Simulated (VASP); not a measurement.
SnO2, 6 atoms in the cell. The structure is tetragonal, space group P4_2/mnm (No. 136). Conventional cell: a = 4.779 Å, b = 4.779 Å, c = 3.236 Å, α = 90.00°, β = 90.00°, γ = 90.00°. Sn (site symmetry mmm) has 6 O at 2.07 to 2.08 Å within 2.7 Å. O (site symmetry m2m) has 3 Sn at 2.07 to 2.08 Å and 1 O at 2.62 Å within 2.7 Å. 

```yaml
Program: VASP 6.6.1
Task: single point
Functional: RPBE
Dispersion: D4
Potentials_or_basis: VASP PAW PBE potentials, release 64 (Sn_d, O)
Cutoff: 520 eV
k_mesh: 6 × 6 × 8
Occupations: fermi-dirac, width 0.05 eV
Spin: no spin polarisation
Dipole_correction: no
Further_INCAR_settings: ALGO = Normal; EDIFF = 1e-07; NBANDS = 35
```

Potentials or basis: VASP PAW PBE potentials, release 64 (Sn_d, O).

Launch:

```console
$ cat potpaw_PBE.64/Sn_d/POTCAR potpaw_PBE.64/O/POTCAR > POTCAR
$ mpirun -np 1 vasp_std > vasp.out
```

Hardware: 1 thread of Intel(R) Xeon(R) Platinum 8259CL CPU @ 2.50GHz (Skylake/Cascade Lake) (shared host).

Problem. How long does it take, and how much memory?

Solution. Run time: 110 s on 1 thread of Intel(R) Xeon(R) Platinum 8259CL CPU @ 2.50GHz (Skylake/Cascade Lake), on a shared host, peak memory 0.24 GiB. Counts: scf iterations 16, k points 50.
